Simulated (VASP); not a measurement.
# ScInTeSe (P4/mmm) in VASP: further runs, part 4 of 4

VASP 6.6.1. The steps go on from the part before.

### Step 6. Single point, PBE

This run uses another cell than the first one, of 27.65 Å³/atom, 1.046 times its volume.

Input file INCAR:

```
SYSTEM = ScInTeSe
PREC = Accurate ; ENCUT = 500
EDIFF = 1E-6 ; ISMEAR = 0
SIGMA = 0.15 ; LREAL = .False.
LASPH = .True. ; NELM = 120
ALGO = Normal ; ISIF = 2
LWAVE = .False. ; LCHARG = .True.
GGA = PE ; LELF = .True.
LVHAR = .True. ; NBANDS = 26
GGA_COMPAT = .False.
```

Input file KPOINTS:

```
Automatic mesh
0
Gamma
  3 3 3
  0 0 0
```

Input file POSCAR:

```
ScInTeSe
1.0
    4.1327326403      0.0000000000      0.0000000000
    0.0000000000      4.1327326403      0.0000000000
    0.0000000000      0.0000000000      6.4765003834
Sc In Te Se
1 1 1 1
Direct
    0.0000000000      0.0000000000      0.0000000000
    0.0000000000      0.0000000000      0.5000000000
    0.5000000000      0.5000000000      0.0000000000
    0.5000000000      0.5000000000      0.5000000000
```

Potentials or basis: VASP PAW PBE potentials, release 64 (Sc_sv, In_d, Te, Se).

Started as:

```bash
> cat potpaw_PBE.64/Sc_sv/POTCAR potpaw_PBE.64/In_d/POTCAR potpaw_PBE.64/Te/POTCAR potpaw_PBE.64/Se/POTCAR > POTCAR
> mpirun -np 1 vasp_std > vasp.out
```

OUTCAR:

```text
SYSTEM = ScInTeSe
   PREC = Accurate
   ENCUT = 500
   EDIFF = 1E-6
   ISMEAR = 0
   LREAL = .False.
   LASPH = .True.
   NELM = 120
   ISIF = 2
   GGA = PE

 ion  position               nearest neighbor table
   1  0.000  0.000  0.000-   3 2.92   3 2.92   3 2.92   3 2.92   2 3.24   2 3.24
   2  0.000  0.000  0.500-   4 2.92   4 2.92   4 2.92   4 2.92   1 3.24   1 3.24
   3  0.500  0.500  0.000-   1 2.92   1 2.92   1 2.92   1 2.92   4 3.24   4 3.24
   4  0.500  0.500  0.500-   2 2.92   2 2.92   2 2.92   2 2.92   3 3.24   3 3.24

  LATTYP: Found a simple tetragonal cell.
 ALAT       =     4.1327326403
 C/A-ratio  =     1.5671230024

  Lattice vectors:

 A1 = (   4.1327326403,   0.0000000000,   0.0000000000)
 A2 = (   0.0000000000,   4.1327326403,   0.0000000000)
 A3 = (   0.0000000000,   0.0000000000,   6.4765003834)

Analysis of symmetry for initial positions (statically):
=====================================================================
 Subroutine PRICEL returns:
 Original cell was already a primitive cell.

 Routine SETGRP: Setting up the symmetry group for a
 simple tetragonal supercell.

[... 151 lines left out ...]

 E-fermi :   5.2853     XC(G=0):  -9.5128

 val. band max:        5.1833076802   @ k =   0.3333   0.0000   0.3333
 cond. band min:       5.4073972433   @ k =   0.3333   0.0000   0.0000
 fundamental gap:      0.2240895632
 Fermi energy:         5.2852527759

 k-point     1 :       0.0000    0.0000    0.0000
  band No.  band energies     occupation
      1     -45.0810      2.00000
      2     -23.7281      2.00000
      3     -23.7281      2.00000
      4     -23.6692      2.00000
      5      -9.0757      2.00000
      6      -8.8969      2.00000
[... 163 lines left out ...]
     25       9.7499      0.00000
     26      10.3991      0.00000

------------------------ aborting loop because EDIFF is reached ----------------------------------------

  FORCE on cell =-STRESS in cart. coord.  units (eV):
  Direction    XX          YY          ZZ          XY          YZ          ZX
  --------------------------------------------------------------------------------------
  -------------------------------------------------------------------------------------
  Total        0.1820321      0.1820321      0.3205847      0.0000000      0.0000000      0.0000000
  in kB        2.6365957      2.6365957      4.6434238      0.0000000      0.0000000      0.0000000
  external PRESSURE =       3.3055384 kB  Pullay stress =       0.0000000 kB

 VOLUME and BASIS-vectors are now :
 -----------------------------------------------------------------------------
  energy-cutoff  :      500.00
  volume of cell :      110.62
      direct lattice vectors                 reciprocal lattice vectors
     4.132732640  0.000000000  0.000000000     0.241970649  0.000000000  0.000000000
     0.000000000  4.132732640  0.000000000     0.000000000  0.241970649  0.000000000
     0.000000000  0.000000000  6.476500383     0.000000000  0.000000000  0.154404376

 POSITION                                       TOTAL-FORCE (eV/Angst)
 -----------------------------------------------------------------------------------
      0.00000      0.00000      0.00000         0.000000      0.000000      0.000000
      0.00000      0.00000      3.23825         0.000000      0.000000      0.000000
      2.06637      2.06637      0.00000         0.000000      0.000000      0.000000
      2.06637      2.06637      3.23825         0.000000      0.000000      0.000000
 -----------------------------------------------------------------------------------
    total drift:                                0.000000      0.000000      0.000000

  FREE ENERGIE OF THE ION-ELECTRON SYSTEM (eV)
  ---------------------------------------------------
  free  energy   TOTEN  =       -16.9479715278 eV

  energy  without entropy=      -16.9099761094  energy(sigma->0) =      -16.92897382
```

Wall time 52 s (1 thread of Intel Xeon 8259CL, shared host); peak memory 0.21 GiB.

What came out:

| Item | Value |
| --- | --- |
| Free energy | -16.9480 eV |
| Pressure | 0.3 GPa |
| Band gap on the k mesh | zero (band 18 reaches 5.69 eV, above the bottom of band 19 at 4.81 eV) |

Stress tensor (GPa, compression positive):
```
0.26 0.00 0.00
0.00 0.26 0.00
0.00 0.00 0.46
```

Caveat: the k points lie up to 0.51 Å⁻¹ apart; spin-orbit coupling is left out, which moves the levels of the heavy elements.

### Step 7. Single point, PBE

Input file INCAR:

```
PREC = Accurate
ENCUT = 500
EDIFF = 1E-6
ISMEAR = 0
SIGMA = 0.15
LREAL = F
LASPH = T
NELM = 120
ALGO = Normal
ISIF = 2
LWAVE = F
LCHARG = T
GGA = PE
LELF = T
LVHAR = T
NBANDS = 26
GGA_COMPAT = F
```

Input file KPOINTS:

```
regular mesh
0
Gamma
  3 3 3
```

Input file POSCAR:

```
ScInTeSe
1.0
    2.9679338048     -2.9679274953      0.0000000000
    2.9679338048      2.9679274953      0.0000000000
    0.0000000000      0.0000000000      5.9972487824
Sc In Te Se
1 1 1 1
Direct
    0.0000000000      0.0000000000      0.0000000000
    0.5000000000      0.5000000000      0.5000000000
    0.0000000000      0.0000000000      0.5000000000
    0.5000000000      0.5000000000      0.0000000000
```

Started as:

```bash
> cat potpaw_PBE.64/Sc_sv/POTCAR potpaw_PBE.64/In_d/POTCAR potpaw_PBE.64/Te/POTCAR potpaw_PBE.64/Se/POTCAR > POTCAR
> mpirun -np 1 vasp_std > vasp.out
```

Run time: 47 s. Hardware: 1 thread of Intel Xeon 8259CL, shared host; peak memory 0.22 GiB.

It converged, with:

```yaml
Free_energy: -18.6413 eV
Pressure: 0.0 GPa
Band_gap_on_the_k_mesh: zero (band 18 reaches 6.39 eV, above the bottom of band 19 at 5.65 eV)
```

Levels at points of the mesh, in eV from the Fermi level:
| k point | band 14 | band 15 | band 16 | band 17 | band 18 | band 19 | band 20 | band 21 | band 22 | band 23 |
| --- | --- | --- | --- | --- | --- | --- | --- | --- | --- | --- |
| (0.00, 0.00, 0.00) | -3.43 | -2.95 | -2.03 | -2.03 | -1.83 | -0.62 | 0.47 | 0.50 | 0.50 | 0.81 |

Caveat: the k points lie up to 0.50 Å⁻¹ apart; spin-orbit coupling is left out, which moves the levels of the heavy elements.

### Step 8. Summary

| cell | k mesh | gap on the mesh (eV) | pressure (GPa) |
| --- | --- | --- | --- |
| a = 4.198, b = 4.198, c = 5.998 Å, 4 atoms | 3 × 3 × 3 | none | -0.1 |
| a = 4.203, b = 4.203, c = 5.989 Å, 4 atoms | 3 × 3 × 3 | none | -0.1 |
| a = 4.140, b = 4.140, c = 6.293 Å, 4 atoms | 3 × 3 × 2 | none | -0.1 |
| a = 4.133, b = 4.133, c = 6.477 Å, 4 atoms | 3 × 3 × 3 | none | 0.3 |
| a = 4.197, b = 4.197, c = 5.997 Å, 4 atoms | 3 × 3 × 3 | none | 0.0 |

Alike in all rows: task single point; level PBE; potentials or basis VASP PAW PBE potentials, release 64 (Sc_sv, In_d, Te, Se); no spin polarisation; cutoff (eV) 500; smearing gaussian 0.15 eV.

Caveats: all runs use coarse meshes; spin-orbit coupling is left out, which moves the levels of the heavy elements.

Total energies depend on the potentials used, so only differences within one code and one set of settings carry meaning.
